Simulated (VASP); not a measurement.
# LiH (P1) in VASP: relaxation of cell and atoms with PBE

Aim: the relaxation of cell and atoms of LiH with PBE.

Everything below comes from runs of VASP 6.6.1. Logs are shortened: lines on timing, memory, paths and dates and some standing lists are left out, and cuts for length are marked.

**1. The cell of the first run**

The typed cell holds 4 atoms: a = 4.514 Å, b = 3.103 Å, c = 4.068 Å, α = 117.41°, β = 102.58°, γ = 115.98°.

**2. Relaxation of cell and atoms, PBE**

Contents of INCAR:

```
PREC = Accurate
ENCUT = 600
EDIFF = 1E-6
ISMEAR = 0
SIGMA = 0.1
LREAL = False
LASPH = True
NELM = 60
ALGO = Normal
ISIF = 3
LWAVE = False
LCHARG = False
GGA = PE
IBRION = 2
NSW = 90
EDIFFG = -0.04
```

Contents of KPOINTS:

```
regular mesh
0
Gamma
  6 8 6
```

Contents of POSCAR:

```
LiH
1.0
    4.5144571084      0.0000000000      0.0000000000
   -1.3593675408      2.7897502122      0.0000000000
   -0.8856948076     -2.5150082711      3.0721320270
Li H
2 2
Direct
    0.1126098431      0.8012447914      0.2735949506
    0.5317837574      0.3328098901      0.9147321560
    0.1228357289      0.5215937925      0.6386255628
    0.7794996292      0.5567080601      0.8176629128
```

Potentials or basis: VASP PAW PBE potentials, release 64 (Li_sv, H).

On the command line:

```bash
$ cat potpaw_PBE.64/Li_sv/POTCAR potpaw_PBE.64/H/POTCAR > POTCAR
$ mpirun -np 1 vasp_std > vasp.out
```

OUTCAR:

```text
PREC = Accurate
   ENCUT = 600
   EDIFF = 1E-6
   ISMEAR = 0
   LREAL = False
   LASPH = True
   NELM = 60
   ISIF = 3
   GGA = PE
   IBRION = 2
   NSW = 90
   EDIFFG = -0.04

 ion  position               nearest neighbor table
   1  0.113  0.801  0.274-   4 1.66   2 2.04   2 2.06
   2  0.532  0.333  0.915-   4 1.29   1 2.04   1 2.06
   3  0.123  0.522  0.639-
   4  0.779  0.557  0.818-   2 1.29   1 1.66

  LATTYP: Found a triclinic cell.
 ALAT       =     5.6410125133
 B/A-ratio  =     0.5501350328
 C/A-ratio  =     1.1881916842
 COS(alpha) =     0.0156029538
 COS(beta)  =     0.5605801628
 COS(gamma) =     0.7682520789

  Lattice vectors:

 A1 = (  -3.6044298892,   3.0644921533,   3.0721320270)
 A2 = (  -1.3593675408,   2.7897502122,   0.0000000000)
 A3 = (  -5.4001519160,  -2.5150082711,   3.0721320270)

Analysis of symmetry for initial positions (statically):
=====================================================================
 Subroutine PRICEL returns:
 Original cell was already a primitive cell.

 Routine SETGRP: Setting up the symmetry group for a
 triclinic supercell.

 Subroutine GETGRP returns: Found  1 space group operations
 (whereof  1 operations were pure point group operations)
 out of a pool of  2 trial point group operations.

The static configuration has the point symmetry C_1 .

Analysis of symmetry for dynamics (positions and initial velocities):
=====================================================================
 Subroutine PRICEL returns:
 Original cell was already a primitive cell.

 Routine SETGRP: Setting up the symmetry group for a
 triclinic supercell.

 Subroutine GETGRP returns: Found  1 space group operations
 (whereof  1 operations were pure point group operations)
 out of a pool of  2 trial point group operations.

The dynamic configuration has the point symmetry C_1 .

 Subroutine INISYM returns: Found  1 space group operations
 (whereof  1 operations are pure point group operations),
 and found     1 'primitive' translations

----------------------------------------------------------------------------------------

                                     Primitive cell

  volume of cell :      38.6911

  direct lattice vectors                    reciprocal lattice vectors
     4.514457108  0.000000000  0.000000000     0.221510577  0.107935932  0.152223448
    -1.359367541  2.789750212  0.000000000     0.000000000  0.358455031  0.293450073
    -0.885694808 -2.515008271  3.072132027     0.000000000  0.000000000  0.325506844

  length of vectors
     4.514457108  3.103318604  4.067888529     0.289636115  0.463252582  0.325506844

  position of ions in fractional coordinates (direct lattice)
     0.112609843  0.801244791  0.273594951
     0.531783757  0.332809890  0.914732156
     0.122835729  0.521593792  0.638625563
     0.779499629  0.556708060  0.817662913

  ion indices of the primitive-cell ions
   primitive index   ion index
                 1           1
                 2           2
                 3           3
                 4           4

----------------------------------------------------------------------------------------

 KPOINTS: regular mesh

Automatic generation of k-mesh.
 Grid dimensions read from file:
 generate k-points for:    6    8    6

 Generating k-lattice:

  Cartesian coordinates                     Fractional coordinates (reciprocal lattice)
     0.036918430  0.017989322  0.025370575     0.166666667  0.000000000  0.000000000
     0.000000000  0.044806879  0.036681259     0.000000000  0.125000000 -0.000000000
     0.000000000  0.000000000  0.054251141     0.000000000  0.000000000  0.166666667

  Length of vectors
     0.048272686  0.057906573  0.054251141

  Shift w.r.t. Gamma in fractional coordinates (k-lattice)
     0.000000000  0.000000000  0.000000000

 Subroutine IBZKPT returns following result:
 ===========================================

 Found    148 irreducible k-points:

 Following reciprocal coordinates:
            Coordinates               Weight
  0.000000  0.000000  0.000000      1.000000
  0.166667  0.000000 -0.000000      2.000000
  0.333333  0.000000  0.000000      2.000000
  0.500000  0.000000  0.000000      1.000000
  0.000000  0.125000  0.000000      2.000000
  0.166667  0.125000  0.000000      2.000000
[... 16 lines left out ...]
  0.000000  0.500000  0.000000      1.000000
  0.166667  0.500000  0.000000      2.000000
 [... further k-points ...]
   k-points           NKPTS =    148   k-points in BZ     NKDIM =    148   number of bands    NBANDS=      8
   number of dos      NEDOS =    301   number of ions     NIONS =      4
   total plane-waves  NPLWV =  32256
   dimension x,y,z NGX =    36 NGY =   28 NGZ =   32
   dimension x,y,z NGXF=    72 NGYF=   56 NGZF=   64
   ions per type =               2   2
   NGX,Y,Z   is equivalent  to a cutoff of  13.26, 15.00, 13.08 a.u.
   NGXF,Y,Z  is equivalent  to a cutoff of  26.51, 30.00, 26.16 a.u.
 SYSTEM =  unknown system
   PREC   = accura    normal or accurate (medium, high low for compatibility)
   ISTART =      0    job   : 0-new  1-cont  2-samecut
   ICHARG =      2    charge: 1-file 2-atom 10-const
   ISPIN  =      1    spin polarized calculation?
   LNONCOLLINEAR =      F non collinear calculations
   LSORBIT =      F    spin-orbit coupling
   LASPH  =      T    aspherical Exc in radial PAW
   ENCUT  =  600.0 eV  44.10 Ry    6.64 a.u.   9.02  6.20  8.12*2*pi/ulx,y,z
   NELM   =     60;   NELMIN=  2; NELMDL= -5     # of ELM steps
   EDIFF  = 0.1E-05   stopping-criterion for ELM
   LREAL  =      F    real-space projection
   EDIFFG = -.4E-01   stopping-criterion for IOM
   NSW    =     90    number of steps for IOM
   IBRION =      2    ionic relax: 0-MD 1-quasi-New 2-CG
   NFREE  =      1    steps in history (QN), initial steepest desc. (CG)
   ISIF   =      3    stress and relaxation
   ISYM   =      2    0-nonsym 1-usesym 2-fastsym
   POTIM  = 0.5000    time-step for ionic-motion
   TEBEG  =    0.0;   TEEND  =   0.0 temperature during run
   PSTRESS=    0.0 pullay stress
   NELECT =       8.0000    total number of electrons
   NUPDOWN=      -1.0000    fix difference up-down
   EMIN   =  10.00;   EMAX   =-10.00  energy-range for DOS
   EFERMI =   0.00;   METHOD = LEGACY
   ISMEAR =     0;   SIGMA  =   0.10  broadening in eV -4-tet -1-fermi 0-gaus
   EFERMI_NEDOS =   21; number of points for ismear=-14 and -15
   IALGO  =     38    algorithm
   IMIX   =      4    mixing-type and parameters
     AMIX     =   0.40;   BMIX     =  1.00
     AMIX_MAG =   1.60;   BMIX_MAG =  1.00
  volume/ion in A,a.u.               =       9.67        65.28
  Fermi-wavevector in a.u.,A,eV,Ry     =   0.968058  1.829364 12.750506  0.937136
  Thomas-Fermi vector in A             =   2.097995
   LORBIT       =      0    0 simple, 1 ext, 2 COOP (PROOUT), +10 PAW based schemes
   GGA     = PE    functional components
   LHFCALC =     F    Hartree Fock is set to
   AEXX    =    0.0000 exact exchange contribution
   IVDW    =     0    specifies the selected vdW correction
   LEPSILON=     F    determine dielectric tensor
   LRPA    =     F    only Hartree local field effects (RPA)
 conjugate gradient relaxation of ions
 non-spin polarized calculation
 Gauss-broadening in eV      SIGMA  =   0.10
  energy-cutoff  :      600.00
  volume of cell :       38.69
 maximum number of plane-waves:      1306
   NGX = 17   NGY = 13   NGZ = 17

--------------------------------------- Ionic step        1  -------------------------------------------

 number of electron       8.0000001 magnetization

 Free energy of the ion-electron system (eV)
  ---------------------------------------------------
  ext. energy  EPLUGINS =         0.00000000
  ---------------------------------------------------
  free energy    TOTEN  =        -9.13375101 eV

  energy without entropy =       -9.13375098  energy(sigma->0) =       -9.13375099

------------------------ aborting loop because EDIFF is reached ----------------------------------------

  FORCE on cell =-STRESS in cart. coord.  units (eV):
  Direction    XX          YY          ZZ          XY          YZ          ZX
  --------------------------------------------------------------------------------------
  -------------------------------------------------------------------------------------
  Total        6.3982252      0.5946670      1.1623996      3.7733206     -0.7853752      0.1277283
  in kB      264.9472248     24.6248566     48.1343704    156.2512737    -32.5219848      5.2891629
  external PRESSURE =     112.5688173 kB  Pullay stress =       0.0000000 kB
[... 95 lines left out ...]
  FREE ENERGIE OF THE ION-ELECTRON SYSTEM (eV)
  ---------------------------------------------------
  free  energy   TOTEN  =       -10.2824710428 eV

  energy  without entropy=      -10.2824695364  energy(sigma->0) =      -10.28247029

 E-fermi :   1.2295     XC(G=0):  -8.0557

 val. band max:        0.7147889835   @ k =   0.3333  -0.3750   0.1667
 cond. band min:       2.5372824613   @ k =   0.0000   0.0000   0.5000
 fundamental gap:      1.8224934778
 Fermi energy:         1.2295067722

 k-point     1 :       0.0000    0.0000    0.0000
  band No.  band energies     occupation
      1     -45.0237      2.00000
      2     -44.8180      2.00000
      3      -5.3125      2.00000
      4      -0.2675      2.00000
      5       5.2199      0.00000
      6       5.8126      0.00000
      7      10.5012      0.00000
      8      12.7477      0.00000
[... 243 lines left out ...]
 k-point    24 :       0.1667    0.5000    0.0000
  band No.  band energies     occupation
      1     -45.0013      2.00000
      2     -44.8025      2.00000
      3      -2.6813      2.00000
      4      -0.1210      2.00000
      5       3.6647      0.00000
      6       5.1826      0.00000
      7       7.4633      0.00000
      8       9.9558      0.00000

 [... further k-points ...]

[... ionic steps 4 to 28 ...]

--------------------------------------- Ionic step       29  -------------------------------------------

 number of electron       7.9999998 magnetization

------------------------ aborting loop because EDIFF is reached ----------------------------------------

  FORCE on cell =-STRESS in cart. coord.  units (eV):
  Direction    XX          YY          ZZ          XY          YZ          ZX
  --------------------------------------------------------------------------------------
  -------------------------------------------------------------------------------------
  Total        0.0300983     -0.0264926     -0.0136582      0.0603891     -0.0135041     -0.0288676
  in kB        1.5530835     -1.3670310     -0.7047700      3.1161018     -0.6968150     -1.4895779
  external PRESSURE =      -0.1729058 kB  Pullay stress =       0.0000000 kB
[... 61 lines left out ...]
  energy  without entropy=      -12.1929593866  energy(sigma->0) =      -12.19295939

--------------------------------------- Ionic step       31  -------------------------------------------

 number of electron       8.0000002 magnetization

 Free energy of the ion-electron system (eV)
  ---------------------------------------------------
  ext. energy  EPLUGINS =         0.00000000
  ---------------------------------------------------
  free energy    TOTEN  =       -12.19353416 eV

  energy without entropy =      -12.19353416  energy(sigma->0) =      -12.19353416

 E-fermi :   0.8563     XC(G=0):  -8.6325

 val. band max:        0.3758414100   @ k =   0.0000   0.5000   0.5000
 cond. band min:       3.0882981872   @ k =   0.0000   0.5000   0.0000
 fundamental gap:      2.7124567772
 Fermi energy:         0.8563068725

 k-point     1 :       0.0000    0.0000    0.0000
  band No.  band energies     occupation
      1     -44.0192      2.00000
      2     -43.9597      2.00000
      3      -5.2655      2.00000
      4      -2.1792      2.00000
      5       5.6290      0.00000
      6      13.7467      0.00000
      7      16.4603      0.00000
      8      16.7414      0.00000
[... 284 lines left out ...]
  FREE ENERGIE OF THE ION-ELECTRON SYSTEM (eV)
  ---------------------------------------------------
  free  energy   TOTEN  =       -12.1935341559 eV

  energy  without entropy=      -12.1935341559  energy(sigma->0) =      -12.19353416

 reached required accuracy - stopping structural energy minimisation
```

Run time: 5.5 min. Hardware: 1 thread of Intel Xeon 6975P-C (Granite Rapids), shared host; peak memory 0.2 GiB.

Results:

| Property | Result |
| --- | --- |
| Free energy | -12.1935 eV |
| Relaxed volume | 7.76 Å³/atom |
| Relaxed cell | a = 5.468 Å, b = 2.825 Å, c = 2.840 Å, α = 119.75°, β = 90.77°, γ = 119.78° |
| Space group after relaxing (to 0.05 Å) | C2/m (No. 12) |
| Energy gained by relaxing | 764.9 meV/atom |
| Ionic steps | 31 |
| Pressure after relaxing | 0.0 GPa |
| Largest force after relaxing | 0.017 eV/Å |
| Band gap on the k mesh | 2.71 eV, indirect (least direct gap 2.88 eV) |

Forces in eV/Å, atoms in the order of the input:
```
Li   0.005 -0.001  0.006
Li  -0.002  0.017  0.001
H   -0.003 -0.002 -0.003
H    0.001 -0.014 -0.005
```

Stress tensor (GPa, compression positive):
```
-0.07 -0.06  0.07
-0.06  0.03  0.08
 0.07  0.08  0.02
```

Step by step:
```csv
step,energy change (eV),largest force (eV/Å),pressure (GPa),volume (Å³)
1,0.0000,4.8711,11.26,38.69
2,-1.1296,1.0593,1.39,42.48
3,-1.1487,1.1232,0.90,42.88
4,-1.1631,1.1904,0.10,43.67
5,-1.3794,1.0219,-0.74,44.04
6,-1.7888,0.5456,-2.79,44.90
7,-1.6092,0.6845,-5.56,45.44
8,-1.8739,0.4645,-3.89,45.27
9,-2.1215,0.4667,-3.68,42.75
10,-2.2479,0.6362,-3.11,40.24
11,-2.2566,0.7217,-2.77,39.31
12,-2.4357,0.6412,-1.33,36.19
13,-2.4945,0.5491,1.19,33.19
14,-2.5995,0.3900,0.82,33.19
15,-2.6167,0.3514,0.79,33.16
16,-2.6708,0.1813,0.08,33.72
17,-2.6827,0.2679,-0.30,34.09
18,-2.7203,0.1994,-0.31,34.01
19,-2.7496,0.2456,-0.09,33.76
20,-2.7695,0.2793,-0.09,33.70
21,-2.8052,0.4742,-0.06,33.45
22,-2.8449,0.4250,-0.26,33.39
23,-2.9104,0.3188,-0.64,33.11
24,-2.9162,0.3461,-0.70,32.96
25,-2.9620,0.3107,-0.82,32.57
26,-3.0272,0.3419,-0.25,31.33
27,-3.0526,0.1161,0.02,31.06
28,-3.0531,0.1179,0.09,31.01
29,-3.0579,0.0550,-0.02,31.05
30,-3.0592,0.0530,-0.07,31.08
31,-3.0598,0.0167,-0.01,31.03
```

Final structure:
```xyz
4
Lattice="5.2746 0.0254 1.4396 -1.4455 2.4263 -0.0753 -0.5781 -1.9231 2.0080" Properties=species:S:1:pos:R:3 pbc="T T T"
Li   -0.8328    1.0328    0.2958
Li    1.8072    1.0376    1.0177
H     0.1999    0.0784    1.6641
H     2.8354    0.0957    2.3847
```

Caveat: the cutoff is under 1.25 times the usual one of these potentials, so pressure, stress and relaxed cells hold a basis-set (Pulay) error; the volume moved by over 15 % at a fixed basis, so the end points are rough.
